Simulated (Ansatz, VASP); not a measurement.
Two plane-wave programs on SnO2

Contents of INCAR:

```
SYSTEM = SnO2
ALGO = Normal ; EDIFF = 1E-7
ENCUT = 520 ; GGA = PE
ISIF = 2 ; ISMEAR = 0
LASPH = .TRUE. ; LCHARG = .TRUE.
LELF = .TRUE. ; LREAL = .FALSE.
LVHAR = .TRUE. ; LWAVE = .FALSE.
NBANDS = 35 ; NELM = 80
PREC = Accurate ; SIGMA = 0.05
```

The input KPOINTS:

```
k-points
0
G
  6 6 8
  0 0 0
```

POSCAR

```
SnO2
1.0
    4.9725361465      0.0000000000      0.0000000000
    0.0000000000      4.9725361465      0.0000000000
    0.0000000000      0.0000000000      3.2379909407
Sn O
2 4
Direct
    0.0000000000      0.0000000000      0.0000000000
    0.5000000000      0.5000000000      0.5000000000
    0.3066050867      0.3066050867      0.0000000000
    0.1933949133      0.8066050867      0.5000000000
    0.6933949133      0.6933949133      0.0000000000
    0.8066050867      0.1933949133      0.5000000000
```

Input for Ansatz:

```yaml
crystal:
  lattice:
    - [4.9725361465, 0.0, 0.0]
    - [0.0, 4.9725361465, 0.0]
    - [0.0, 0.0, 3.2379909407]
  atoms:
    - { symbol: Sn, position: [0.0, 0.0, 0.0] }
    - { symbol: Sn, position: [0.5, 0.5, 0.5] }
    - { symbol: O, position: [0.3066050867, 0.3066050867, 0.0] }
    - { symbol: O, position: [0.1933949133, 0.8066050867, 0.5] }
    - { symbol: O, position: [0.6933949133, 0.6933949133, 0.0] }
    - { symbol: O, position: [0.8066050867, 0.1933949133, 0.5] }
basis:
  ecutwfc: 420
kpoints:
  mp_grid: { grid: [6, 6, 8] }
hamiltonian:
  xc: pbe
scf:
  occupations: { method: gaussian, width: 0.05 }
output:
  forces: true
  stress: true
  eigenvalues: true
  write_density: true
  write_potential: true
  elf: true
  volumetric_format: npy
```

Change from the starting cell: strain +0.0300 x Voigt [1, 1, 0, 0, 0, 0], atoms carried along.

Alike in both runs: task single point; functional PBE; k mesh 6 × 6 × 8; occupations gaussian, width 0.05 eV; no spin polarisation.

```csv
,VASP,Ansatz
version,VASP 6.6.1,Ansatz 0.2.0
potentials or method,"VASP PAW PBE potentials, release 64 (Sn_d, O), cutoff 520 eV","scalar-relativistic, plane waves, PAW"
valence electrons in the cell,52,52
```

Ansatz gave:

- gap on the k mesh at the Fermi level (eV): 0.21
- least direct gap on the mesh (eV): 0.21
- pressure (GPa): -8.3
- traceless stress, the component that is largest in VASP (GPa): 1.46
- rms of the force components (eV/Å): 0.099

Task: Which values does VASP return?

Result: gap on the k mesh at the Fermi level (eV): 0.19; least direct gap on the mesh (eV): 0.19; pressure (GPa): -7.8; traceless stress, the component that is largest in VASP (GPa): 1.67; rms of the force components (eV/Å): 0.088.

Atom by atom the forces differ by 0.011 eV/Å (rms over components).
